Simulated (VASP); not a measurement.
# Tc in VASP: further runs

Runs on Tc. Level: PBE. Tasks: single point.

Everything below comes from runs of VASP 6.6.1. Logs are shortened: lines on timing, memory, paths and dates and some standing lists are left out, and cuts for length are marked.

### Step 1. The cell of the first run

Symmetry: P-3m1, No. 164, trigonal system. The conventional cell has a = 2.740 Å, b = 2.740 Å, c = 4.398 Å, α = 90.00°, β = 90.00°, γ = 120.00°. Within 3.4 Å of Tc (site symmetry 3m) lie 12 Tc at 2.61 to 2.81 Å.

### Step 2. Single point, PBE (atom 2 (Tc) moved by [0.0, 0.0, 0.12] A)

File INCAR:

```
PREC = Accurate
ENCUT = 520
EDIFF = 1E-7
ISMEAR = -1
SIGMA = 0.08
LREAL = F
LASPH = T
NELM = 100
ALGO = Normal
ISIF = 2
LWAVE = F
LCHARG = F
GGA = PE
NBANDS = 20
```

File KPOINTS:

```
Automatic mesh
0
Gamma
  17 17 9
```

File POSCAR:

```
Tc
1.0
    2.7400001704      0.0000000000      0.0000000000
   -1.3700000852      2.3729097540      0.0000000000
    0.0000000000      0.0000000000      4.3980000000
Tc
2
Direct
    0.3333333333      0.6666666667      0.2500000000
    0.6666666667      0.3333333333      0.7772851296
```

Potentials or basis: VASP PAW PBE potentials, release 64 (Tc_pv).

Started as:

```
$ cat potpaw_PBE.64/Tc_pv/POTCAR > POTCAR
$ mpirun -np 1 vasp_std > vasp.out
```

OUTCAR:

```text
PREC = Accurate
   ENCUT = 520
   EDIFF = 1E-7
   ISMEAR = -1
   LREAL = F
   LASPH = T
   NELM = 100
   ISIF = 2
   GGA = PE

 ion  position               nearest neighbor table
   1  0.333  0.667  0.250-   2 2.61   2 2.61   2 2.61   2 2.81   2 2.81   2 2.81
   2  0.667  0.333  0.777-   1 2.61   1 2.61   1 2.61   1 2.81   1 2.81   1 2.81

  LATTYP: Found a hexagonal cell.
 ALAT       =     2.7400001704
 C/A-ratio  =     1.6051093892

  Lattice vectors:

 A1 = (   2.7400001704,   0.0000000000,   0.0000000000)
 A2 = (  -1.3700000852,   2.3729097540,   0.0000000000)
 A3 = (   0.0000000000,   0.0000000000,   4.3980000000)

Analysis of symmetry for initial positions (statically):
=====================================================================
 Subroutine PRICEL returns:
 Original cell was already a primitive cell.

 Routine SETGRP: Setting up the symmetry group for a
 hexagonal supercell.

 Subroutine GETGRP returns: Found 12 space group operations
 (whereof  6 operations were pure point group operations)
 out of a pool of 24 trial point group operations.

The static configuration has the point symmetry C_3v.
 The point group associated with its full space group is D_3d.

Analysis of symmetry for dynamics (positions and initial velocities):
=====================================================================
 Subroutine PRICEL returns:
 Original cell was already a primitive cell.

 Routine SETGRP: Setting up the symmetry group for a
 hexagonal supercell.

 Subroutine GETGRP returns: Found 12 space group operations
 (whereof  6 operations were pure point group operations)
 out of a pool of 24 trial point group operations.

The dynamic configuration has the point symmetry C_3v.
 The point group associated with its full space group is D_3d.

 Subroutine INISYM returns: Found 12 space group operations
 (whereof  6 operations are pure point group operations),
 and found     1 'primitive' translations

----------------------------------------------------------------------------------------

                                     Primitive cell

  volume of cell :      28.5948

  direct lattice vectors                    reciprocal lattice vectors
     2.740000170  0.000000000  0.000000000     0.364963481  0.210711764  0.000000000
    -1.370000085  2.372909754  0.000000000     0.000000000  0.421423528  0.000000000
     0.000000000  0.000000000  4.398000000     0.000000000  0.000000000  0.227376080

  length of vectors
     2.740000170  2.740000170  4.398000000     0.421423528  0.421423528  0.227376080

  position of ions in fractional coordinates (direct lattice)
     0.333333333  0.666666667  0.250000000
     0.666666667  0.333333333  0.777285130

  ion indices of the primitive-cell ions
   primitive index   ion index
                 1           1
                 2           2

----------------------------------------------------------------------------------------

 KPOINTS: Automatic mesh

Automatic generation of k-mesh.
 Grid dimensions read from file:
 generate k-points for:   17   17    9

 Generating k-lattice:

  Cartesian coordinates                     Fractional coordinates (reciprocal lattice)
     0.021468440  0.012394810  0.000000000     0.058823529  0.000000000  0.000000000
     0.000000000  0.024789619  0.000000000     0.000000000  0.058823529  0.000000000
     0.000000000  0.000000000  0.025264009     0.000000000  0.000000000  0.111111111

  Length of vectors
     0.024789619  0.024789619  0.025264009

  Shift w.r.t. Gamma in fractional coordinates (k-lattice)
     0.000000000  0.000000000  0.000000000

 Subroutine IBZKPT returns following result:
 ===========================================

 Found    261 irreducible k-points:

 Following reciprocal coordinates:
            Coordinates               Weight
  0.000000  0.000000  0.000000      1.000000
  0.058824 -0.000000  0.000000      6.000000
  0.117647  0.000000  0.000000      6.000000
  0.176471 -0.000000  0.000000      6.000000
  0.235294  0.000000  0.000000      6.000000
  0.294118 -0.000000  0.000000      6.000000
[... 16 lines left out ...]
  0.411765  0.117647  0.000000     12.000000
  0.176471  0.176471  0.000000      6.000000
 [... further k-points ...]
   k-points           NKPTS =    261   k-points in BZ     NKDIM =    261   number of bands    NBANDS=     20
   number of dos      NEDOS =    301   number of ions     NIONS =      2
   total plane-waves  NPLWV =  14400
   dimension x,y,z NGX =    20 NGY =   20 NGZ =   36
   dimension x,y,z NGXF=    40 NGYF=   40 NGZF=   72
   ions per type =               2
   NGX,Y,Z   is equivalent  to a cutoff of  12.13, 12.13, 13.61 a.u.
   NGXF,Y,Z  is equivalent  to a cutoff of  24.27, 24.27, 27.22 a.u.
 SYSTEM =  unknown system
   PREC   = accura    normal or accurate (medium, high low for compatibility)
   ISTART =      0    job   : 0-new  1-cont  2-samecut
   ICHARG =      2    charge: 1-file 2-atom 10-const
   ISPIN  =      1    spin polarized calculation?
   LNONCOLLINEAR =      F non collinear calculations
   LSORBIT =      F    spin-orbit coupling
   LASPH  =      T    aspherical Exc in radial PAW
   ENCUT  =  520.0 eV  38.22 Ry    6.18 a.u.   5.09  5.09  8.18*2*pi/ulx,y,z
   NELM   =    100;   NELMIN=  2; NELMDL= -5     # of ELM steps
   EDIFF  = 0.1E-06   stopping-criterion for ELM
   LREAL  =      F    real-space projection
   EDIFFG = 0.1E-05   stopping-criterion for IOM
   NSW    =      0    number of steps for IOM
   IBRION =     -1    ionic relax: 0-MD 1-quasi-New 2-CG
   NFREE  =      0    steps in history (QN), initial steepest desc. (CG)
   ISIF   =      2    stress and relaxation
   ISYM   =      2    0-nonsym 1-usesym 2-fastsym
   POTIM  = 0.5000    time-step for ionic-motion
   TEBEG  =    0.0;   TEEND  =   0.0 temperature during run
   PSTRESS=    0.0 pullay stress
   NELECT =      26.0000    total number of electrons
   NUPDOWN=      -1.0000    fix difference up-down
   EMIN   =  10.00;   EMAX   =-10.00  energy-range for DOS
   EFERMI =   0.00;   METHOD = LEGACY
   ISMEAR =    -1;   SIGMA  =   0.08  broadening in eV -4-tet -1-fermi 0-gaus
   EFERMI_NEDOS =   21; number of points for ismear=-14 and -15
   IALGO  =     38    algorithm
   IMIX   =      4    mixing-type and parameters
     AMIX     =   0.40;   BMIX     =  1.00
     AMIX_MAG =   1.60;   BMIX_MAG =  1.00
  volume/ion in A,a.u.               =      14.30        96.48
  Fermi-wavevector in a.u.,A,eV,Ry     =   1.586002  2.997108 34.224106  2.515401
  Thomas-Fermi vector in A             =   2.685380
   LORBIT       =      0    0 simple, 1 ext, 2 COOP (PROOUT), +10 PAW based schemes
   GGA     = PE    functional components
[... 5 lines left out ...]
 non-spin polarized calculation
  energy-cutoff  :      520.00
  volume of cell :       28.59
 maximum number of plane-waves:       784
   NGX = 11   NGY = 11   NGZ = 17

 number of electron      25.9999998 magnetization

 Free energy of the ion-electron system (eV)
  ---------------------------------------------------
  ext. energy  EPLUGINS =         0.00000000
  ---------------------------------------------------
  free energy    TOTEN  =       -20.70293294 eV

  energy without entropy =      -20.66786629  energy(sigma->0) =      -20.68539962

 E-fermi :  12.6671     XC(G=0): -13.7929

 val. band max:       12.6667007488   @ k =   0.0000   0.0000   0.0000
 cond. band min:      12.6683471849   @ k =   0.2353   0.0588   0.4444
 fundamental gap:      0.0016464361
 Fermi energy:        12.6670738097

 k-point     1 :       0.0000    0.0000    0.0000
  band No.  band energies     occupation
      1     -26.8102      2.00000
      2     -25.6886      2.00000
      3     -25.6886      2.00000
      4     -25.4844      2.00000
      5     -25.4844      2.00000
      6     -25.4330      2.00000
[... 12 lines left out ...]
     19      23.4334      0.00000
     20      26.9508      0.00000

 k-point     2 :       0.0588   -0.0000    0.0000
  band No.  band energies     occupation
      1     -26.7963      2.00000
      2     -25.7231      2.00000
      3     -25.6994      2.00000
      4     -25.5176      2.00000
      5     -25.4887      2.00000
      6     -25.4370      2.00000
[... 12 lines left out ...]
     19      23.4396      0.00000
     20      27.2156      0.00000

 k-point     3 :       0.1176    0.0000    0.0000
  band No.  band energies     occupation
      1     -26.7556      2.00000
      2     -25.8200      2.00000
      3     -25.7296      2.00000
      4     -25.6113      2.00000
      5     -25.5015      2.00000
      6     -25.4511      2.00000
[... 12 lines left out ...]
     19      23.4327      0.00000
     20      27.9180      0.00000

 k-point     4 :       0.1765   -0.0000    0.0000
  band No.  band energies     occupation
      1     -26.6917      2.00000
      2     -25.9633      2.00000
      3     -25.7739      2.00000
      4     -25.7495      2.00000
      5     -25.5219      2.00000
      6     -25.4786      2.00000
[... 12 lines left out ...]
     19      23.3694      0.00000
     20      28.5741      0.00000

 k-point     5 :       0.2353    0.0000    0.0000
  band No.  band energies     occupation
      1     -26.6110      2.00000
      2     -26.1329      2.00000
      3     -25.9087      2.00000
      4     -25.8256      2.00000
      5     -25.5479      2.00000
      6     -25.5200      2.00000
[... 12 lines left out ...]
     19      23.2433      0.00000
     20      27.8468      0.00000

 k-point     6 :       0.2941   -0.0000    0.0000
  band No.  band energies     occupation
      1     -26.5262      2.00000
      2     -26.3044      2.00000
      3     -26.0612      2.00000
      4     -25.8775      2.00000
      5     -25.5758      2.00000
      6     -25.5742      2.00000
[... 12 lines left out ...]
     19      23.1070      0.00000
     20      26.1641      0.00000

 k-point     7 :       0.3529   -0.0000    0.0000
  band No.  band energies     occupation
      1     -26.4924      2.00000
      2     -26.4246      2.00000
      3     -26.1696      2.00000
      4     -25.9231      2.00000
      5     -25.6380      2.00000
      6     -25.6017      2.00000
[... 12 lines left out ...]
     19      23.3413      0.00000
     20      24.5136      0.00000
[... 277 lines left out ...]
 k-point    20 :       0.2353    0.1176    0.0000
  band No.  band energies     occupation
      1     -26.4996      2.00000
      2     -26.2903      2.00000
      3     -26.1393      2.00000
      4     -25.8753      2.00000
      5     -25.6436      2.00000
      6     -25.5891      2.00000
[... 12 lines left out ...]
     19      23.2198      0.00000
     20      26.0286      0.00000

 k-point    21 :       0.2941    0.1176    0.0000
  band No.  band energies     occupation
      1     -26.4751      2.00000
      2     -26.3942      2.00000
      3     -26.1970      2.00000
      4     -25.9499      2.00000
      5     -25.6815      2.00000
      6     -25.6485      2.00000
[... 12 lines left out ...]
     19      23.7678      0.00000
     20      24.3820      0.00000

 k-point    22 :       0.3529    0.1176    0.0000
  band No.  band energies     occupation
      1     -26.5572      2.00000
      2     -26.4123      2.00000
      3     -26.1783      2.00000
      4     -26.0090      2.00000
      5     -25.7245      2.00000
      6     -25.6947      2.00000
[... 12 lines left out ...]
     19      23.8074      0.00000
     20      25.0019      0.00000

 k-point    23 :       0.4118    0.1176    0.0000
  band No.  band energies     occupation
      1     -26.6110      2.00000
      2     -26.4314      2.00000
      3     -26.1298      2.00000
      4     -26.0475      2.00000
      5     -25.7663      2.00000
      6     -25.7125      2.00000
[... 12 lines left out ...]
     19      24.1160      0.00000
     20      24.6100      0.00000

 k-point    24 :       0.1765    0.1765    0.0000
  band No.  band energies     occupation
      1     -26.5052      2.00000
      2     -26.2289      2.00000
      3     -26.1735      2.00000
      4     -25.8501      2.00000
      5     -25.6677      2.00000
      6     -25.5830      2.00000
[... 12 lines left out ...]
     19      23.2639      0.00000
     20      26.7214      0.00000

 [... further k-points ...]
[... 5 lines left out ...]
  --------------------------------------------------------------------------------------
  -------------------------------------------------------------------------------------
  Total        0.6943300      0.6943300      0.9304236      0.0000000      0.0000000      0.0000000
  in kB       38.9035709     38.9035709     52.1319854      0.0000000      0.0000000      0.0000000
  external PRESSURE =      43.3130424 kB  Pullay stress =       0.0000000 kB

 VOLUME and BASIS-vectors are now :
 -----------------------------------------------------------------------------
  energy-cutoff  :      520.00
  volume of cell :       28.59
      direct lattice vectors                 reciprocal lattice vectors
     2.740000170  0.000000000  0.000000000     0.364963481  0.210711764  0.000000000
    -1.370000085  2.372909754  0.000000000     0.000000000  0.421423528  0.000000000
     0.000000000  0.000000000  4.398000000     0.000000000  0.000000000  0.227376080

 POSITION                                       TOTAL-FORCE (eV/Angst)
 -----------------------------------------------------------------------------------
     -0.00000      1.58194      1.09950        -0.000000      0.000000      0.452717
      1.37000      0.79097      3.41850         0.000000     -0.000000     -0.452717
 -----------------------------------------------------------------------------------
    total drift:                               -0.000000     -0.000000     -0.000004

  FREE ENERGIE OF THE ION-ELECTRON SYSTEM (eV)
  ---------------------------------------------------
  free  energy   TOTEN  =       -20.7029329397 eV

  energy  without entropy=      -20.6678662909  energy(sigma->0) =      -20.68539962
```

It took 72 s on 1 thread of AMD EPYC 9R45 (Zen 5), shared host; peak memory 0.2 GiB.

Results:

```yaml
Free_energy: -20.7029 eV
Pressure: 4.3 GPa
Largest_force: 0.453 eV/Å
Band_gap_on_the_k_mesh: zero (bands 13 and 14 overlap by 2.79 eV)
```

Forces on the atoms (eV/Å):
```
Tc   0.000  0.000  0.453
Tc   0.000  0.000 -0.453
```

Stress tensor (GPa, compression positive):
```
3.89 0.00 0.00
0.00 3.89 0.00
0.00 0.00 5.21
```

Levels at points of the mesh, in eV from the Fermi level:
```csv
k point,band 9,band 10,band 11,band 12,band 13,band 14,band 15,band 16,band 17,band 18
"(0.00, 0.00, 0.00)",-1.61,-1.61,-1.49,-0.99,-0.99,0.00,0.00,1.78,2.59,2.59
```

Caveat: the cell differs from its parent crystal (atom 2 (Tc) moved by [0.0, 0.0, 0.12] A); the cell stands under pressure.

### Step 3. Single point, PBE

File INCAR:

```
PREC = Accurate ; ENCUT = 520
EDIFF = 1E-6 ; ISMEAR = -1
SIGMA = 0.08 ; LREAL = False
LASPH = True ; NELM = 100
ALGO = Normal ; ISIF = 2
LWAVE = False ; LCHARG = False
GGA = PE ; NBANDS = 20
```

File KPOINTS:

```
regular mesh
0
Gamma
  24 24 13
```

POSCAR, as its differences from that of step 2:

```diff
@@ -9,2 +9,2 @@
     0.3333333333      0.6666666667      0.2500000000
-    0.6666666667      0.3333333333      0.7772851296
+    0.6666666667      0.3333333333      0.7500000000
```

Potentials or basis: VASP PAW PBE potentials, release 64 (Tc_pv).

Started as:

```
$ cat potpaw_PBE.64/Tc_pv/POTCAR > POTCAR
$ mpirun -np 1 vasp_std > vasp.out
```

It took 98 s on 1 thread of AMD EPYC 9R45 (Zen 5), shared host; peak memory 0.27 GiB.

Results (log left out):

| Property | Result |
| --- | --- |
| Free energy | -20.7203 eV |
| Pressure | 2.4 GPa |
| Band gap on the k mesh | zero (bands 13 and 14 overlap by 3.28 eV) |

Stress tensor (GPa, compression positive):
```
2.88 0.00 0.00
0.00 2.88 0.00
0.00 0.00 1.52
```

Levels at points of the mesh, in eV from the Fermi level:
| k point | band 9 | band 10 | band 11 | band 12 | band 13 | band 14 | band 15 | band 16 | band 17 | band 18 |
| --- | --- | --- | --- | --- | --- | --- | --- | --- | --- | --- |
| (0.00, 0.00, 0.00) | -1.55 | -1.55 | -1.49 | -0.83 | -0.83 | -0.12 | -0.12 | 1.67 | 2.54 | 2.54 |
| (0.50, 0.00, 0.00) | -4.59 | -1.89 | -1.14 | -0.92 | -0.50 | 2.94 | 3.32 | 3.36 | 5.32 | 7.12 |
